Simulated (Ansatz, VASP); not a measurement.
Hf2N in VASP and in Ansatz

Contents of INCAR:

```
SYSTEM = Hf2N
ALGO = Normal ; EDIFF = 1E-7
ENCUT = 520 ; GGA = PS
ISIF = 2 ; ISMEAR = -5
LASPH = .True. ; LCHARG = .False.
LREAL = .False. ; LWAVE = .False.
NBANDS = 34 ; NELM = 100
PREC = Accurate ; SIGMA = 0.1
```

KPOINTS

```
k-points
0
Gamma
  8 8 12
  0 0 0
```

POSCAR

```
Hf2N
1.0
    5.3131240200      0.0000000000      0.0000000000
    0.0000000000      5.3131240200      0.0000000000
    0.0000000000      0.0000000000      3.2420983900
Hf N
4 2
Direct
    0.2955363700      0.2955363700      0.0000000000
    0.7044636300      0.7044636300      0.0000000000
    0.7955363700      0.2044636300      0.5000000000
    0.2044636300      0.7955363700      0.5000000000
    0.0000000000      0.0000000000      0.0000000000
    0.5000000000      0.5000000000      0.5000000000
```

Input for Ansatz:

```yaml
crystal:
  lattice:
    - [5.31312402, 0.0, 0.0]
    - [0.0, 5.31312402, 0.0]
    - [0.0, 0.0, 3.24209839]
  atoms:
    - { symbol: Hf, position: [0.29553637, 0.29553637, 0.0] }
    - { symbol: Hf, position: [0.70446363, 0.70446363, 0.0] }
    - { symbol: Hf, position: [0.79553637, 0.20446363, 0.5] }
    - { symbol: Hf, position: [0.20446363, 0.79553637, 0.5] }
    - { symbol: "N", position: [0.0, 0.0, 0.0] }
    - { symbol: "N", position: [0.5, 0.5, 0.5] }
basis:
  ecutwfc: 420
kpoints:
  mp_grid: { grid: [8, 8, 12] }
hamiltonian:
  xc: pbesol
scf:
  occupations: { method: tetrahedron }
output:
  forces: true
  stress: true
  eigenvalues: true
```

Alike in both runs: task single point; functional PBEsol; k mesh 8 × 8 × 12; occupations tetrahedron; no spin polarisation.

```csv
,VASP,Ansatz
version,VASP 6.6.1,Ansatz 0.2.0
potentials or method,"VASP PAW PBE potentials, release 64 (Hf_pv, N), cutoff 520 eV","scalar-relativistic, plane waves, PAW"
valence electrons in the cell,50,114
```

Ansatz gave:

```
gap on the k mesh at the Fermi level (eV)                     : none
pressure (GPa)                                                : -2.3
traceless stress, the component that is largest in VASP (GPa) : -0.43
rms of the force components (eV/Å)                            : 0.005
```

Which values does VASP return?

gap on the k mesh at the Fermi level (eV): none; pressure (GPa): -3.3; traceless stress, the component that is largest in VASP (GPa): -0.55; rms of the force components (eV/Å): 0.010.

VASP's potentials were made for PBE, not for PBEsol. Atom by atom the forces differ by 0.005 eV/Å (rms over components). A gap of «none» marks a metal or a gap that the smearing closes. VASP's potentials hold 50 valence electrons a cell and Ansatz's 114, so a difference there can come from the potentials and not from the codes. Ansatz's warnings: band table not solved further, tetrahedron derivatives may miss energy slope.

Spin-orbit coupling is off throughout.
